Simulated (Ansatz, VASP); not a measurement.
TiAl: VASP beside Ansatz

The input INCAR:

```
SYSTEM = TiAl
  PREC = Accurate
  ENCUT = 520
  EDIFF = 1E-6
  ISMEAR = 0
  SIGMA = 0.15
  LREAL = .False.
  LASPH = .True.
  NELM = 80
  ALGO = Fast
  ISIF = 2
  LWAVE = .False.
  LCHARG = .False.
  GGA = PS
  NBANDS = 14
```

The input KPOINTS:

```
Automatic mesh
0
Gamma
  21 21 12
  0 0 0
```

The input POSCAR:

```
TiAl
1.0
    3.0886646098      0.0000000000      0.0000000000
   -1.5443323049      2.6748620158      0.0000000000
    0.0000000000      0.0000000000      4.0314497192
Ti Al
1 1
Direct
    0.0000000000      0.0000000000      0.0000000000
    0.3333333333      0.6666666667      0.5000000000
```

Input for Ansatz:

```yaml
crystal:
  lattice:
    - [3.0886646098, 0.0, 0.0]
    - [-1.5443323049, 2.6748620158, 0.0]
    - [0.0, 0.0, 4.0314497192]
  atoms:
    - { symbol: Ti, position: [0.0, 0.0, 0.0] }
    - { symbol: Al, position: [0.3333333333, 0.6666666667, 0.5] }
basis:
  ecutwfc: 420
kpoints:
  mp_grid: { grid: [21, 21, 12] }
hamiltonian:
  xc: pbesol
scf:
  occupations: { method: gaussian, width: 0.15 }
output:
  forces: true
  stress: true
  eigenvalues: true
```

Alike in both runs: task single point; functional PBEsol; k mesh 21 × 21 × 12; occupations gaussian, width 0.15 eV; no spin polarisation.

|  | VASP | Ansatz |
| --- | --- | --- |
| version | VASP 6.6.1 | Ansatz 0.2.0 |
| potentials or method | VASP PAW PBE potentials, release 64 (Ti_sv, Al), cutoff 520 eV | scalar-relativistic, plane waves, PAW |
| valence electrons in the cell | 15 | 15 |

```csv
,VASP,Ansatz,Ansatz less VASP
gap on the k mesh at the Fermi level (eV),none,none,-
pressure (GPa),1.8,1.9,+0.11
"traceless stress, the component that is largest in VASP (GPa)",14.74,14.72,-0.018
```

VASP's potentials were made for PBE, not for PBEsol. A gap of «none» marks a metal or a gap that the smearing closes. With one functional, cell and mesh, what is left measures potentials, basis and numerics.
